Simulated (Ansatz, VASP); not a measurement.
## NaLiCl2: VASP beside Ansatz

```
Li Na Cl
1.0
     1.91229    1.10406    6.31540
    -1.91229    1.10406    6.31540
     0.00000   -2.20812    6.31540
Li Na Cl
1 1 2
Direct
  0.00000 0.00000 0.00000
  0.50000 0.50000 0.50000
  0.25723 0.25723 0.25723
  0.74277 0.74277 0.74277
```

Alike in both runs: task single point; functional PBE; k mesh 6 × 6 × 6; no spin polarisation.

|  | VASP | Ansatz |
| --- | --- | --- |
| version | VASP 6.6.1 | Ansatz 0.2.0 |
| potentials or method | VASP PAW PBE potentials, release 64 (Li_sv, Na_pv, Cl) | plane waves, PAW |
| plane-wave cutoff (eV) | 520 | 420 |
| occupations | gaussian, width 0.01 eV | fixed |
| valence electrons in the cell | 24 | 26 |

|  | VASP | Ansatz | Ansatz less VASP |
| --- | --- | --- | --- |
| gap on the k mesh at the Fermi level (eV) | 5.44 | 5.44 | -0.005 |

VASP's potentials hold 24 valence electrons a cell and Ansatz's 26, so a difference there can come from the potentials and not from the codes.

Noted on VASP's run: the cutoff is short for stress, so the pressure is rough.
